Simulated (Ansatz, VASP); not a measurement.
One calculation of TiAl3, two programs

The input INCAR:

```
  PREC = Accurate
  ENCUT = 520
  EDIFF = 1E-6
  ISMEAR = 0
  SIGMA = 0.1
  LREAL = F
  LASPH = T
  NELM = 80
  ALGO = Fast
  ISIF = 2
  LWAVE = F
  LCHARG = T
  GGA = PE
  LELF = T
  LVHAR = T
  NBANDS = 18
```

Contents of KPOINTS:

```
regular mesh
0
Gamma
  14 10 10
```

Contents of POSCAR:

```
TiAl3
1.0
    2.8396770000      0.0000000000      0.0000000000
    0.0000000000      4.6812640000      0.0000000000
    0.0000000000      0.0000000000      4.9007420000
Ti Al
1 3
Direct
    0.0000000000      0.5000000000      0.1659160000
    0.5000000000      0.5000000000      0.6672710000
    0.5000000000      0.0000000000      0.3309120000
    0.0000000000      0.0000000000      0.8359000000
```

Input for Ansatz:

```yaml
crystal:
  lattice:
    - [2.839677, 0.0, 0.0]
    - [0.0, 4.681264, 0.0]
    - [0.0, 0.0, 4.900742]
  atoms:
    - { symbol: Ti, position: [0.0, 0.5, 0.165916] }
    - { symbol: Al, position: [0.5, 0.5, 0.667271] }
    - { symbol: Al, position: [0.5, 0.0, 0.330912] }
    - { symbol: Al, position: [0.0, 0.0, 0.8359] }
basis:
  ecutwfc: 420
kpoints:
  mp_grid: { grid: [14, 10, 10] }
hamiltonian:
  xc: pbe
scf:
  occupations: { method: gaussian, width: 0.1 }
output:
  forces: true
  stress: true
  eigenvalues: true
  populations: true
```

Alike in both runs: task single point; functional PBE; k mesh 14 × 10 × 10; occupations gaussian, width 0.1 eV; no spin polarisation.

```csv
,VASP,Ansatz
version,VASP 6.6.1,Ansatz 0.2.0
potentials or method,"VASP PAW PBE potentials, release 64 (Ti_sv, Al), cutoff 520 eV","scalar-relativistic, plane waves, PAW"
valence electrons in the cell,21,21
```

VASP gave:

- gap on the k mesh at the Fermi level (eV): none
- pressure (GPa): -0.1
- traceless stress, the component that is largest in VASP (GPa): -1.31
- rms of the force components (eV/Å): 0.017

Q: Estimate Ansatz's values.

A: gap on the k mesh at the Fermi level (eV): none; pressure (GPa): 0.0; traceless stress, the component that is largest in VASP (GPa): -1.30; rms of the force components (eV/Å): 0.017.

Atom by atom the forces differ by 0.001 eV/Å (rms over components). A gap of «none» marks a metal or a gap that the smearing closes. The functional is the same, so the differences come from potentials, cutoffs and numerics.
